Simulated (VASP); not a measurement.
Set up this calculation in VASP 6.6.1, as the native input.

```yaml
Task: single point
Functional: PBE
Potentials_or_basis: VASP PAW PBE potentials, release 64 (Nd_3, Sc_sv, Sb), 4f in core
Cutoff: 500 eV
k_mesh: 4 × 4 × 4
Occupations: gaussian, width 0.1 eV
Spin: collinear spin
Starting_moments: "[0.0, 1.0, 0.0, 0.0] μB"
Dipole_correction: no
Further_INCAR_settings: ALGO = Normal; EDIFF = 1e-06; NBANDS = 28
```

The structure of NdScSb2 lies in POSCAR:

```
NdScSb2
1.0
    4.3597165012      0.0000000000      0.0000000000
    0.0000000000      4.3597165012      0.0000000000
    0.0000000000      0.0000000000      6.1700886069
Nd Sc Sb
1 1 2
Direct
    0.0000000000      0.0000000000      0.0000000000
    0.5000000000      0.5000000000      0.5000000000
    0.0000000000      0.0000000000      0.5000000000
    0.5000000000      0.5000000000      0.0000000000
```

The cell was generated, and may not be a known phase.

The input as run:

INCAR

```
SYSTEM = NdScSb2
PREC = Accurate
ENCUT = 500
EDIFF = 1E-6
ISMEAR = 0
SIGMA = 0.1
LREAL = .False.
LASPH = .True.
NELM = 200
ALGO = Normal
ISIF = 2
LWAVE = .False.
LCHARG = .False.
ISPIN = 2
MAGMOM = 0 1 0 0
LORBIT = 11
LMAXMIX = 6
GGA = PE
NBANDS = 28
GGA_COMPAT = .False.
```

KPOINTS

```
Automatic mesh
0
Gamma
  4 4 4
  0 0 0
```

Potentials or basis: VASP PAW PBE potentials, release 64 (Nd_3, Sc_sv, Sb), 4f in core.

The run is started by

```console
$ cat potpaw_PBE.64/Nd_3/POTCAR potpaw_PBE.64/Sc_sv/POTCAR potpaw_PBE.64/Sb/POTCAR > POTCAR
$ mpirun -np 1 vasp_std > vasp.out
```

Results of the run:

```
Pressure                                              : 0.3 GPa
Band gap on the k mesh                                : zero (filled and empty bands overlap)
Net moment                                            : 0.00 μB per cell
Valence electrons inside the program's atomic spheres : Nd 8.87; Sc 9.20; Sb 2.54, 2.57
```

Caveat: the k points lie up to 0.36 Å⁻¹ apart, too coarse for converged energies and pressures of a metal; the magnetic or orbital state may not be the lowest; the moments typed at the start vanished in this run; spin-orbit coupling is left out, which moves the levels of the heavy elements; the 4f electrons are frozen in the core, so they carry no moment and show no levels.

Run time: 2.2 min on 1 thread of AMD EPYC 7R43 64-Core Processor (Zen 3), with other jobs on the host, peak memory 0.26 GiB.
